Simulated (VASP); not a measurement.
# SiC (P1) in VASP: notebook

SiC is run at these levels: PBE; tasks: single point.

Program: VASP 6.6.1. These are calculated values, not measurements. Logs are shortened: lines on timing, memory, paths and dates and some standing lists are left out, and cuts for length are marked.

### Step 1. The cell of the first run

The typed cell holds 24 atoms: a = 6.339 Å, b = 6.327 Å, c = 7.654 Å, α = 89.87°, β = 89.40°, γ = 119.44°.

### Step 2. Single point, PBE

Input file INCAR:

```
PREC = Accurate
ENCUT = 520
EDIFF = 1E-6
ISMEAR = 0
SIGMA = 0.1
LREAL = Auto
LASPH = T
NELM = 60
ALGO = Normal
ISIF = 2
LWAVE = F
LCHARG = F
GGA = PE
NBANDS = 66
ISYM = 0
```

Input file KPOINTS:

```
Automatic mesh
0
Gamma
  4 4 3
```

Input file POSCAR:

```
SiC
1.0
   -4.5151043808     -4.4492170037      0.0087457450
   -0.0264467651      4.4669180239      4.4810602406
   -4.4610165198      4.4038748878     -4.3915703394
C Si
12 12
Direct
    0.4807745589      0.9491940751      0.9825609234
    0.0019312469      0.9850256671      0.0427396323
    0.8540355041      0.1441199278      0.6655496911
    0.8653628178      0.7133218263      0.6452351393
    0.1369956269      0.8244213713      0.3338638202
    0.1315439035      0.3152856523      0.5870682939
    0.4941653158      0.5202316844      0.2619855199
    0.0234004330      0.5488921220      0.2550838306
    0.3415875336      0.6838964456      0.9089866200
    0.7110609425      0.8537420563      0.5905580376
    0.1349574364      0.8237583336      0.5467229989
    0.0062793744      0.9808911269      0.2500235262
    0.2900762533      0.1398937585      0.6442330851
    0.6849286159      0.3749659375      0.3078635152
    0.1607086142      0.3391998492      0.3375862322
    0.4854070152      0.5144416223      0.0100073977
    0.0316623393      0.5136895384      0.0106760959
    0.3281963191      0.6648931308      0.6593433117
    0.6888847984      0.8366060002      0.3468634750
    0.3070101815      0.1182051398      0.9364802848
    0.8257948315      0.1201711708      0.9248757823
    0.7013565584      0.3489741463      0.6029625310
    0.8588695963      0.7060271193      0.8961712570
    0.4637216339      0.9833471254      0.2316387000
```

Potentials or basis: VASP PAW PBE potentials, release 64 (C, Si).

The run is started by

```sh
> cat potpaw_PBE.64/C/POTCAR potpaw_PBE.64/Si/POTCAR > POTCAR
> mpirun -np 1 vasp_std > vasp.out
```

OUTCAR:

```text
PREC = Accurate
   ENCUT = 520
   EDIFF = 1E-6
   ISMEAR = 0
   LREAL = Auto
   LASPH = T
   NELM = 60
   ISIF = 2
   GGA = PE
   ISYM = 0

 ion  position               nearest neighbor table
   1  0.481  0.949  0.983-   9 1.57  20 1.91  24 1.93  21 1.95
   2  0.002  0.985  0.043-  12 1.59  20 1.86  23 1.91  21 1.94
   3  0.854  0.144  0.666-   6 1.65  10 1.70  21 1.99  22 2.02
   4  0.865  0.713  0.645-  11 1.67  10 1.67  23 1.92  22 2.04
   5  0.137  0.824  0.334-  11 1.63   8 1.64  12 1.70  24 1.96
   6  0.132  0.315  0.587-   3 1.65  13 1.88  15 1.91  18 2.02
   7  0.494  0.520  0.262-  14 1.88  19 1.88  15 1.93  16 1.93
   8  0.023  0.549  0.255-   5 1.64  17 1.89  14 1.91  15 2.01
   9  0.342  0.684  0.909-   1 1.57  17 1.87  16 1.88  18 1.91
  10  0.711  0.854  0.591-   4 1.67   3 1.70  19 1.87  18 2.17
  11  0.135  0.824  0.547-   5 1.63   4 1.67  13 1.90  18 2.12
  12  0.006  0.981  0.250-   2 1.59   5 1.70  19 1.89  15 2.09
  13  0.290  0.140  0.644-   6 1.88  11 1.90  20 2.25  22 2.29  15 2.97  18 3.13
  14  0.685  0.375  0.308-   7 1.88   8 1.91  24 2.25  22 2.27  19 2.92  16 2.95  17 2.96  15 3.14

  15  0.161  0.339  0.338-   6 1.91   7 1.93   8 2.01  12 2.09  13 2.97  17 3.01  18 3.06  16 3.06
                            19 3.12  14 3.14
  16  0.485  0.514  0.010-   9 1.88   7 1.93  23 2.23  20 2.26  17 2.87  14 2.95  15 3.06
  17  0.032  0.514  0.011-   9 1.87   8 1.89  23 2.19  21 2.27  16 2.87  14 2.96  15 3.01  18 3.13

  18  0.328  0.665  0.659-   9 1.91   6 2.02  11 2.12  10 2.17  15 3.06  19 3.09  17 3.13  13 3.13

  19  0.689  0.837  0.347-  10 1.87   7 1.88  12 1.89  24 2.24  14 2.92  18 3.09  15 3.12
  20  0.307  0.118  0.936-   2 1.86   1 1.91  13 2.25  16 2.26  24 2.77  23 2.78  21 3.06
  21  0.826  0.120  0.925-   2 1.94   1 1.95   3 1.99  17 2.27  23 2.74  20 3.06  24 3.07
  22  0.701  0.349  0.603-   3 2.02   4 2.04  14 2.27  13 2.29  23 3.00
  23  0.859  0.706  0.896-   2 1.91   4 1.92  17 2.19  16 2.23  21 2.74  20 2.78  22 3.00
  24  0.464  0.983  0.232-   1 1.93   5 1.96  19 2.24  14 2.25  20 2.77  21 3.07

IMPORTANT INFORMATION: All symmetrisations will be switched off!
NOSYMM: (Re-)initialisation of all symmetry stuff for point group C_1.

----------------------------------------------------------------------------------------

                                     Primitive cell

  volume of cell :     267.3033

  direct lattice vectors                    reciprocal lattice vectors
    -4.515104381 -4.449217004  0.008745745    -0.147214121 -0.075218788  0.074112554
    -0.026446765  4.466918024  4.481060241    -0.072952851  0.074325371  0.148640112
    -4.461016520  4.403874888 -4.391570339    -0.074732633  0.075690150 -0.075892337

  length of vectors
[... 135 lines left out ...]
   TEBEG  =    0.0;   TEEND  =   0.0 temperature during run
   PSTRESS=    0.0 pullay stress
   NELECT =      96.0000    total number of electrons
   NUPDOWN=      -1.0000    fix difference up-down
   EMIN   =  10.00;   EMAX   =-10.00  energy-range for DOS
   EFERMI =   0.00;   METHOD = LEGACY
   ISMEAR =     0;   SIGMA  =   0.10  broadening in eV -4-tet -1-fermi 0-gaus
   EFERMI_NEDOS =   21; number of points for ismear=-14 and -15
   IALGO  =     38    algorithm
   IMIX   =      4    mixing-type and parameters
     AMIX     =   0.40;   BMIX     =  1.00
     AMIX_MAG =   1.60;   BMIX_MAG =  1.00
  volume/ion in A,a.u.               =      11.14        75.16
  Fermi-wavevector in a.u.,A,eV,Ry     =   1.163672  2.199021 18.424084  1.354132
  Thomas-Fermi vector in A             =   2.300219
   LORBIT       =      0    0 simple, 1 ext, 2 COOP (PROOUT), +10 PAW based schemes
   GGA     = PE    functional components
   LHFCALC =     F    Hartree Fock is set to
   AEXX    =    0.0000 exact exchange contribution
   IVDW    =     0    specifies the selected vdW correction
   LEPSILON=     F    determine dielectric tensor
   LRPA    =     F    only Hartree local field effects (RPA)
 non-spin polarized calculation
 Gauss-broadening in eV      SIGMA  =   0.10
  energy-cutoff  :      520.00
  volume of cell :      267.30
 maximum number of plane-waves:      7213
   NGX = 23   NGY = 23   NGZ = 29

 number of electron      96.0000001 magnetization

 Free energy of the ion-electron system (eV)
  ---------------------------------------------------
  ext. energy  EPLUGINS =         0.00000000
  ---------------------------------------------------
  free energy    TOTEN  =      -165.64793260 eV

  energy without entropy =     -165.64685873  energy(sigma->0) =     -165.64739567

 E-fermi :   8.9230     XC(G=0): -11.0826

 val. band max:        8.8299031743   @ k =   0.0000   0.0000   0.0000
 cond. band min:       9.0140040964   @ k =   0.0000   0.0000   0.0000
 fundamental gap:      0.1841009221
 Fermi energy:         8.9229567537

 k-point     1 :       0.0000    0.0000    0.0000
  band No.  band energies     occupation
      1      -8.2649      2.00000
      2      -6.7410      2.00000
      3      -6.5319      2.00000
      4      -5.5508      2.00000
      5      -5.3100      2.00000
      6      -4.8201      2.00000
[... 1501 lines left out ...]
     59      12.1861      0.00000
     60      12.2816      0.00000

 [... further k-points ...]

 [bands above 60 left out]

------------------------ aborting loop because EDIFF is reached ----------------------------------------

  FORCE on cell =-STRESS in cart. coord.  units (eV):
  Direction    XX          YY          ZZ          XY          YZ          ZX
  --------------------------------------------------------------------------------------
  -------------------------------------------------------------------------------------
  Total       -0.2060433     -0.2359434     -0.0990805      0.0124671     -0.0435153      0.1173467
  in kB       -1.2349942     -1.4142108     -0.5938743      0.0747258     -0.2608246      0.7033593
  external PRESSURE =      -1.0810264 kB  Pullay stress =       0.0000000 kB

 VOLUME and BASIS-vectors are now :
 -----------------------------------------------------------------------------
  energy-cutoff  :      520.00
  volume of cell :      267.30
      direct lattice vectors                 reciprocal lattice vectors
    -4.515104381 -4.449217004  0.008745745    -0.147214121 -0.075218788  0.074112554
    -0.026446765  4.466918024  4.481060241    -0.072952851  0.074325371  0.148640112
    -4.461016520  4.403874888 -4.391570339    -0.074732633  0.075690150 -0.075892337

 POSITION                                       TOTAL-FORCE (eV/Angst)
 -----------------------------------------------------------------------------------
     -6.57907      6.42798     -0.05738        -0.029398      0.022221      0.017013
     -0.22543      4.57966      4.22628         0.011730      0.007905      0.011755
     -6.82890     -0.22502     -2.26953        -0.016806      0.024595     -0.001152
     -6.80447      2.17770      0.37041        -0.009489      0.005808      0.008701
     -2.12972      4.54339      2.22929         0.009999      0.015179      0.001560
     -3.22119      3.40846     -1.16419         0.006744     -0.005096      0.013522
[... 16 lines left out ...]
     -7.89439      3.27909     -0.76434        -0.000718      0.019099      0.003310
     -3.15310      3.34944      3.39324        -0.013877     -0.012257     -0.006116
 -----------------------------------------------------------------------------------
    total drift:                                0.009410     -0.001253      0.019762

  FREE ENERGIE OF THE ION-ELECTRON SYSTEM (eV)
  ---------------------------------------------------
  free  energy   TOTEN  =      -165.6479325992 eV

  energy  without entropy=     -165.6468587311  energy(sigma->0) =     -165.64739567
```

Run time: 18 min. Hardware: 1 thread of Oxide Virtual Turin-like, shared host; peak memory 0.47 GiB.

What came out:

```
Free energy            : -165.6479 eV
Pressure               : -0.1 GPa
Largest force          : 0.041 eV/Å
Band gap on the k mesh : 0.18 eV
```

Forces in eV/Å, atoms in the order of the input:
```
C   -0.029  0.022  0.017
C    0.012  0.008  0.012
C   -0.017  0.025 -0.001
C   -0.009  0.006  0.009
C    0.010  0.015  0.002
C    0.007 -0.005  0.014
C    0.000 -0.023  0.001
C   -0.008 -0.024 -0.011
C    0.010  0.000  0.016
C    0.016 -0.009  0.006
C    0.006 -0.010  0.005
C   -0.009  0.015 -0.009
Si  -0.015 -0.001 -0.006
Si   0.011 -0.013 -0.017
Si   0.007  0.000 -0.005
Si  -0.015 -0.005 -0.014
Si   0.000 -0.006 -0.016
Si  -0.007  0.009  0.001
Si   0.015  0.006 -0.015
Si   0.015 -0.009  0.022
Si   0.014 -0.003  0.016
Si   0.001 -0.003 -0.022
Si  -0.001  0.019  0.003
Si  -0.014 -0.012 -0.006
```

Levels at points of the mesh, in eV from the valence-band top:
| k point | band 46 | band 47 | band 48 | band 49 | band 50 | band 51 |
| --- | --- | --- | --- | --- | --- | --- |
| (0.00, 0.00, 0.00) | -0.87 | -0.22 | 0.00 | 0.18 | 0.38 | 0.50 |
| (0.50, 0.00, 0.00) | -1.29 | -1.05 | -0.68 | 0.97 | 1.46 | 1.54 |
| (0.00, 0.50, 0.00) | -1.68 | -1.16 | -0.62 | 0.87 | 1.58 | 1.90 |
| (0.50, 0.50, 0.00) | -1.54 | -1.29 | -0.76 | 1.21 | 1.23 | 1.42 |

Caveat: semilocal functionals underestimate gaps, and a narrow one can read as zero. A k mesh can miss the band edges.

### Step 3. Single point, PBE

This run uses another cell than the first one, of 11.65 Å³/atom.

Input file INCAR:

```
ALGO = Normal
EDIFF = 1E-7
ENCUT = 520
GGA = PE
ISIF = 2
ISMEAR = 0
ISYM = 0
LASPH = True
LCHARG = True
LELF = True
LREAL = Auto
LVHAR = True
LWAVE = False
NBANDS = 66
NELM = 80
PREC = Accurate
SIGMA = 0.1
```

Input file KPOINTS:

```
k-points
0
Gamma
  4 4 3
```

Input file POSCAR:

```
SiC
1.0
   -4.6566654321     -4.6339042511      0.1346407028
   -0.1426342392      4.6412794845      4.3953033967
   -4.4494115358      4.5615954186     -4.1738097794
C Si
12 12
Direct
    0.5405950883      0.9945456749      0.0463766681
    0.3249495088      0.1230099081      0.6902398139
    0.5013303203      0.4825879974      0.9784663605
    0.7429126619      0.6766112704      0.6764580918
    0.7260978880      0.9149239728      0.3610733863
    0.7844908727      0.1320413925      0.9418986866
    0.4652878232      0.4056263683      0.1738117768
    0.7600889317      0.6481752273      0.8870951719
    0.7016400568      0.8626599291      0.5634864730
    0.2562249301      0.9224477390      0.5847626988
    0.5593416157      0.9875033289      0.2574014311
    0.9352560423      0.9567665177      0.2662846919
    0.9380250755      0.9525691988      0.0157634511
    0.8174570010      0.1537288246      0.6908978026
    0.6384400347      0.3114310057      0.3087441530
    0.1903863683      0.2979756806      0.2942234537
    0.9462928628      0.4860141452      0.9516021218
    0.3831057841      0.7243430730      0.6441641574
    0.2090127918      0.9010232555      0.3463362212
    0.3461400354      0.1424480766      0.9411024303
    0.6400287502      0.3756113892      0.5955290061
    0.1994250954      0.3217469770      0.5965799457
    0.0204427824      0.5313626740      0.2463593018
    0.3626910716      0.6830778392      0.9388543189
```

Potentials or basis: VASP PAW PBE potentials, release 64 (C, Si).

The run is started by

```sh
> cat potpaw_PBE.64/C/POTCAR potpaw_PBE.64/Si/POTCAR > POTCAR
> mpirun -np 1 vasp_std > vasp.out
```

Wall time 15 min (1 thread of Oxide Virtual Turin-like, shared host); peak memory 0.51 GiB.

Results (log left out):

```yaml
Free_energy: -161.7968 eV
Pressure: 0.0 GPa
Largest_force: 0.057 eV/Å
Band_gap_on_the_k_mesh: 0.10 eV (least direct gap 0.19 eV)
```

Forces in eV/Å, atoms in the order of the input:
```
C   -0.002 -0.007 -0.011
C   -0.031  0.046  0.012
C    0.020 -0.018  0.007
C    0.007 -0.001  0.016
C    0.021  0.011 -0.020
C   -0.003 -0.010  0.013
C   -0.021  0.020 -0.036
C   -0.018  0.002  0.004
C   -0.007  0.010 -0.024
C    0.011 -0.031 -0.023
C   -0.007 -0.005  0.005
C   -0.003 -0.025  0.029
Si  -0.015 -0.014  0.013
Si   0.001  0.008 -0.001
Si  -0.003  0.000  0.011
Si   0.015  0.014  0.005
Si  -0.025 -0.001 -0.009
Si  -0.008  0.013  0.006
Si   0.005 -0.001  0.001
Si   0.023  0.019 -0.003
Si  -0.001 -0.016 -0.009
Si   0.002 -0.004  0.004
Si   0.015 -0.010  0.003
Si   0.025  0.000  0.008
```

Levels at points of the mesh, in eV from the valence-band top:
```csv
k point,band 45,band 46,band 47,band 48,band 49,band 50,band 51,band 52
"(0.00, 0.00, 0.00)",-1.02,-0.70,-0.32,-0.29,0.39,0.59,1.06,1.17
"(0.50, 0.00, 0.00)",-1.28,-0.84,-0.52,-0.29,0.37,0.91,1.69,1.86
"(0.00, 0.50, 0.00)",-1.15,-0.97,-0.69,-0.29,0.25,0.58,1.04,1.83
"(0.50, 0.50, 0.00)",-1.10,-0.58,-0.44,-0.11,0.14,0.84,1.36,1.77
```

Caveat: semilocal functionals underestimate gaps, and a narrow one can read as zero.
